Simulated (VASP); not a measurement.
# InP (F-43m) in VASP: G0W0 quasiparticle levels with PBE

Aim: the G0W0 quasiparticle levels of InP with PBE.

Everything below comes from runs of VASP 6.6.1. Logs are shortened: lines on timing, memory, paths and dates and some standing lists are left out, and cuts for length are marked.

**1. The cell of the first run**

The structure is cubic, space group F-43m (No. 216). The conventional cell has a = 5.908 Å, b = 5.908 Å, c = 5.908 Å, α = 90.00°, β = 90.00°, γ = 90.00°. Within 3.4 Å of In (site symmetry -43m) lie 4 P at 2.56 Å. Within 3.4 Å of P (site symmetry -43m) lie 4 In at 2.56 Å.

**2. G0W0 quasiparticle levels, PBE**

POSCAR reads:

```
InP
1.0
    0.0000000000      2.9537876370      2.9537876370
    2.9537876370      0.0000000000      2.9537876370
    2.9537876370      2.9537876370      0.0000000000
In P
1 1
Direct
    0.0000000000      0.0000000000      0.0000000000
    0.2500000000      0.2500000000      0.2500000000
```

INCAR.step1 reads:

```
PREC = Accurate
ENCUT = 500
EDIFF = 1E-8
ISMEAR = 0
SIGMA = 0.01
LREAL = F
LASPH = T
NELM = 80
ALGO = Normal
LWAVE = T
LCHARG = F
GGA = PE
```

INCAR.step2 reads:

```
PREC = Accurate
ENCUT = 500
EDIFF = 1E-8
ISMEAR = 0
SIGMA = 0.01
LREAL = F
LASPH = T
NELM = 1
ALGO = Exact
LWAVE = T
LCHARG = F
GGA = PE
NBANDS = 99
LOPTICS = T
ISTART = 1
```

INCAR.step3 reads:

```
PREC = Accurate
ENCUT = 500
EDIFF = 1E-8
ISMEAR = 0
SIGMA = 0.01
LREAL = F
LASPH = T
ALGO = EVGW0
LWAVE = F
LCHARG = F
GGA = PE
NELMGW = 1
NBANDS = 99
ENCUTGW = 60.0
NOMEGA = 96
PRECFOCK = Fast
ISTART = 1
NBANDSGW = 17
OMEGAMAX = 20
```

KPOINTS reads:

```
Automatic mesh
0
Gamma
  4 4 4
```

Potentials or basis: VASP PAW PBE potentials, release 64 (In_d_GW, P_GW).

On the command line:

```bash
$ cat potpaw_PBE.64/In_d_GW/POTCAR potpaw_PBE.64/P_GW/POTCAR > POTCAR
$ cp INCAR.step1 INCAR
$ mpirun -np 1 vasp_std > vasp.out
$ cp INCAR.step2 INCAR
$ mpirun -np 1 vasp_std > vasp.out
$ cp INCAR.step3 INCAR
$ mpirun -np 1 vasp_std > vasp.out
```

OUTCAR:

```text
PREC = Accurate
   ENCUT = 500
   EDIFF = 1E-8
   ISMEAR = 0
   LREAL = F
   LASPH = T
   GGA = PE
   NELMGW = 1
   ENCUTGW = 60.0
   PRECFOCK = Fast
   ISTART = 1

 ion  position               nearest neighbor table
   1  0.000  0.000  0.000-   2 2.56   2 2.56   2 2.56   2 2.56
   2  0.250  0.250  0.250-   1 2.56   1 2.56   1 2.56   1 2.56

  LATTYP: Found a face centered cubic cell.
 ALAT       =     5.9075752740

  Lattice vectors:

 A1 = (   0.0000000000,   2.9537876370,   2.9537876370)
 A2 = (   2.9537876370,   0.0000000000,   2.9537876370)
 A3 = (   2.9537876370,   2.9537876370,   0.0000000000)

Analysis of symmetry for initial positions (statically):
=====================================================================
 Subroutine PRICEL returns:
 Original cell was already a primitive cell.

 Routine SETGRP: Setting up the symmetry group for a
 face centered cubic supercell.

 Subroutine GETGRP returns: Found 24 space group operations
 (whereof 24 operations were pure point group operations)
 out of a pool of 48 trial point group operations.

The static configuration has the point symmetry T_d .

Analysis of symmetry for dynamics (positions and initial velocities):
=====================================================================
 Subroutine PRICEL returns:
 Original cell was already a primitive cell.

 Routine SETGRP: Setting up the symmetry group for a
 face centered cubic supercell.

 Subroutine GETGRP returns: Found 24 space group operations
 (whereof 24 operations were pure point group operations)
 out of a pool of 48 trial point group operations.

The dynamic configuration has the point symmetry T_d .

 Subroutine INISYM returns: Found 24 space group operations
 (whereof 24 operations are pure point group operations),
 and found     1 'primitive' translations

----------------------------------------------------------------------------------------

                                     Primitive cell

  volume of cell :      51.5428

  direct lattice vectors                    reciprocal lattice vectors
     0.000000000  2.953787637  2.953787637    -0.169274187  0.169274187  0.169274187
[... 46 lines left out ...]
  0.250000  0.250000  0.000000      6.000000
  0.500000  0.250000  0.000000     24.000000
 -0.250000  0.250000  0.000000     12.000000
  0.500000  0.500000  0.000000      3.000000
 -0.250000  0.500000  0.250000      6.000000
   k-points           NKPTS =      8   k-points in BZ     NKDIM =     64   number of bands    NBANDS=     99
   number of dos      NEDOS =    301   number of ions     NIONS =      2
   total plane-waves  NPLWV =  27000
   dimension x,y,z NGX =    30 NGY =   30 NGZ =   30
   dimension x,y,z NGXF=    60 NGYF=   60 NGZF=   60
   ions per type =               1   1
   NGX,Y,Z   is equivalent  to a cutoff of  11.94, 11.94, 11.94 a.u.
   NGXF,Y,Z  is equivalent  to a cutoff of  23.88, 23.88, 23.88 a.u.
 SYSTEM =  unknown system
   PREC   = accura    normal or accurate (medium, high low for compatibility)
   ISTART =      1    job   : 0-new  1-cont  2-samecut
   ICHARG =      0    charge: 1-file 2-atom 10-const
   ISPIN  =      1    spin polarized calculation?
   LNONCOLLINEAR =      F non collinear calculations
   LSORBIT =      F    spin-orbit coupling
   LASPH  =      T    aspherical Exc in radial PAW
   ENCUT  =  500.0 eV  36.75 Ry    6.06 a.u.   7.62  7.62  7.62*2*pi/ulx,y,z
   NELM   =     60;   NELMIN=  2; NELMDL=  0     # of ELM steps
   EDIFF  = 0.1E-07   stopping-criterion for ELM
   LREAL  =      F    real-space projection
   EDIFFG = 0.1E-06   stopping-criterion for IOM
   NSW    =      0    number of steps for IOM
   IBRION =     -1    ionic relax: 0-MD 1-quasi-New 2-CG
   NFREE  =      0    steps in history (QN), initial steepest desc. (CG)
   ISIF   =      0    stress and relaxation
   ISYM   =      3    0-nonsym 1-usesym 2-fastsym
   POTIM  = 0.5000    time-step for ionic-motion
   TEBEG  =    0.0;   TEEND  =   0.0 temperature during run
   PSTRESS=    0.0 pullay stress
   NELECT =      18.0000    total number of electrons
   NUPDOWN=      -1.0000    fix difference up-down
   EMIN   =  10.00;   EMAX   =-10.00  energy-range for DOS
   EFERMI =   0.00;   METHOD = LEGACY
   ISMEAR =     0;   SIGMA  =   0.01  broadening in eV -4-tet -1-fermi 0-gaus
   EFERMI_NEDOS =   21; number of points for ismear=-14 and -15
   IALGO  =     38    algorithm
   IMIX   =      4    mixing-type and parameters
     AMIX     =   0.40;   BMIX     =  1.00
     AMIX_MAG =   1.60;   BMIX_MAG =  1.00
  volume/ion in A,a.u.               =      25.77       173.91
  Fermi-wavevector in a.u.,A,eV,Ry     =   1.152860  2.178589 18.083301  1.329085
  Thomas-Fermi vector in A             =   2.289508
   LORBIT       =      0    0 simple, 1 ext, 2 COOP (PROOUT), +10 PAW based schemes
   GGA     = PE    functional components
   LHFCALC =     T    Hartree Fock is set to
   PRECFOCK=fast      Normal, Fast or Accurate (Low or Medium for compatibility)
   ENCUT4O =  -1.0   cutoff for four orbital integrals eV
   NKREDX  =     1    reduce k-point grid by
   NKREDY  =     1    reduce k-point grid by
   NKREDZ  =     1    reduce k-point grid by
   AEXX    =    1.0000 exact exchange contribution
   HFSCREEN=    0.0000 screening length (either q_TF or 0.3 A-1)
   HFSCREENC=   0.0000 screening length for correlation (either q_TF or 0.3 A-1)
   ENCUTFOCK=  -1.0 apply spherical cutoff to Coloumb kernel
   IVDW    =     0    specifies the selected vdW correction
   LEPSILON=     F    determine dielectric tensor
   LRPA    =     F    only Hartree local field effects (RPA)
   LRPAFORCE           =     F    calculate RPA forces
   ENCUTGW             =  60.0    cutoff for response function in eV
   ENCUTGWSOFT         =  48.0    soft cutoff for Coulomb kernel in GW response function in eV
   ENCUTLF             =  -1.0    cutoff for local field effects
   NELMGW              =     1    number of iterations in solving QP/BSE equation
   NELMHF              =     1    number of iterations in the inner HF iteration
   NKREDLFX            =     1    NKREDLFY  =   1   NKREDLFZ  =   1
 non-spin polarized calculation
 Gauss-broadening in eV      SIGMA  =   0.01
  energy-cutoff  :      500.00
  volume of cell :       51.54
 maximum number of plane-waves:      1363
  NGX = 18; NGY = 18; NGZ = 18
   NGX = 15   NGY = 15   NGZ = 15
 maximum number of plane-waves:        59
 NGX is ok and might be reduce to    14

 QP shifts <psi_nk| G(iteration)W_0 |psi_nk>: iteration 1
 for sc-GW calculations column KS-energies equals QP-energies in previous step
 and V_xc(KS)=  KS-energies - (<T + V_ion + V_H > + <T+V_H+V_ion>^1  + <V_x>^1)

 k-point   1 :       0.0000    0.0000    0.0000
  band No.  KS-energies  QP-energies   sigma(KS)   V_xc(KS)     V^pw_x(r,r')   Z            occupation Imag(sigma)

      1     -10.4728     -12.3489     -19.3026     -16.6011     -25.3349       0.6945       2.0000       0.2210
      2     -10.4728     -12.3489     -19.3026     -16.6011     -25.3349       0.6945       2.0000       0.2210
      3     -10.4728     -12.3489     -19.3026     -16.6011     -25.3349       0.6945       2.0000       0.2210
      4     -10.3349     -12.2422     -19.4217     -16.6838     -25.3547       0.6966       2.0000       0.1541
      5     -10.3349     -12.2422     -19.4217     -16.6838     -25.3547       0.6966       2.0000       0.1541
      6      -7.6314      -7.7465     -11.4612     -11.2685     -18.1937       0.5970       2.0000       0.8561
[... 143 lines left out ...]
      3     -10.3849     -12.2828     -19.3994     -16.6827     -25.4009       0.6986       2.0000       0.2069
      4     -10.3530     -12.2502     -19.3978     -16.6667     -25.3449       0.6946       2.0000       0.1602
      5     -10.3209     -12.2271     -19.4272     -16.6948     -25.3703       0.6976       2.0000       0.1568
      6      -5.2798      -5.3876     -12.6689     -12.5084     -18.6516       0.6715       2.0000       0.6708
[... 9 lines left out ...]
     16      15.6124      16.0000      -9.9553     -10.4936      -3.9845       0.7200       0.0000      -0.5202
     17      15.6237      15.6919      -9.1911      -9.2845      -3.3780       0.7301       0.0000      -0.5262
```

OUTCAR.step2:

```text
PREC = Accurate
   ENCUT = 500
   EDIFF = 1E-8
   ISMEAR = 0
   LREAL = F
[... 728 lines left out ...]
     0.00000    69.17442    69.17442    69.17442     0.00000     0.00000    -0.00000
     1.08756    -1.57911    -1.57911    -1.57911     0.00000     0.00000    -0.00000
     2.17511    46.62355    46.62355    46.62355     0.00000     0.00000    -0.00000
     3.26267     9.46561     9.46561     9.46561     0.00000     0.00000    -0.00000
     4.35023   -27.13241   -27.13241   -27.13241    -0.00000    -0.00000     0.00000
     5.43778   -11.86669   -11.86669   -11.86669    -0.00000    -0.00000     0.00000
[... 92 lines left out ...]
   106.58057     0.93683     0.93683     0.93683    -0.00000    -0.00000     0.00000
   107.66812     0.93844     0.93844     0.93844    -0.00000    -0.00000     0.00000
```

Wall time 3 min (1 thread of Intel Xeon Platinum 8488C (Sapphire Rapids), shared host); peak memory 0.58 GiB.

Results:

```yaml
Quasiparticle_gap: 1.05 eV
Least_direct_quasiparticle_gap: 1.05 eV
Band_gap_of_the_starting_levels_on_the_mesh: 0.57 eV
Least_direct_gap_of_the_starting_levels_on_the_mesh: 0.57 eV
```

Caveat: the k points lie up to 0.46 Å⁻¹ apart; bands, screening cutoff and mesh are small and nothing is extrapolated, so the quasiparticle values aren't converged; spin-orbit coupling is left out, which moves the levels of the heavy elements.
